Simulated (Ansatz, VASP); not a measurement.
CaSe: VASP beside Ansatz

INCAR

```
SYSTEM = CaSe
ALGO = Normal
EDIFF = 1E-7
ENCUT = 520
GGA = CA
ISIF = 2
ISMEAR = 0
LASPH = .True.
LCHARG = .True.
LELF = .True.
LREAL = .False.
LVHAR = .True.
LWAVE = .False.
NBANDS = 15
NELM = 80
PREC = Accurate
SIGMA = 0.01
```

Contents of KPOINTS:

```
k-points
0
Gamma
  8 8 8
  0 0 0
```

Contents of POSCAR:

```
CaSe
1.0
    0.0000000000      2.9675306062      2.9675306062
    2.9675306062      0.0000000000      2.9675306062
    2.9675306062      2.9675306062      0.0000000000
Ca Se
1 1
Direct
    0.0000000000      0.0000000000      0.0000000000
    0.5000000000      0.5000000000      0.5000000000
```

Input for Ansatz:

```yaml
crystal:
  lattice:
    - [0.0, 2.9675306062, 2.9675306062]
    - [2.9675306062, 0.0, 2.9675306062]
    - [2.9675306062, 2.9675306062, 0.0]
  atoms:
    - { symbol: Ca, position: [0.0, 0.0, 0.0] }
    - { symbol: Se, position: [0.5, 0.5, 0.5] }
kpoints:
  mp_grid: { grid: [8, 8, 8] }
  band_path:
    path:
      - [0.0, 0.0, 0.0]
      - [0.5, 0.0, 0.5]
      - [0.625, 0.25, 0.625]
      - [0.375, 0.375, 0.75]
      - [0.5, 0.5, 0.5]
      - [0.5, 0.25, 0.75]
      - [0.0, 0.5, 0.5]
    npoints: 1
hamiltonian:
  xc: lda
scf:
  occupations: { method: fixed }
  n_extra_bands: 4
output:
  forces: true
  stress: true
  eigenvalues: true
```

Alike in both runs: task single point; functional LDA; k mesh 8 × 8 × 8; no spin polarisation.

```csv
,VASP,Ansatz
version,VASP 6.6.1,Ansatz 0.2.0
potentials or method,"VASP PAW LDA potentials, release 64 (Ca_sv, Se)","plane waves, PAW"
plane-wave cutoff (eV),520,420
occupations,"gaussian, width 0.01 eV",fixed
valence electrons in the cell,16,26
```

VASP gave:

- gap on the k mesh at the Fermi level (eV): 1.89
- pressure (GPa): -3.4

What did Ansatz give for the same quantities?

gap on the k mesh at the Fermi level (eV): 1.90; pressure (GPa): -3.6.

LDA's correlation is that of Perdew and Zunger in VASP and of Perdew and Wang (1992) in Ansatz. VASP's potentials hold 16 valence electrons a cell and Ansatz's 26, so a difference there can come from the potentials and not from the codes.
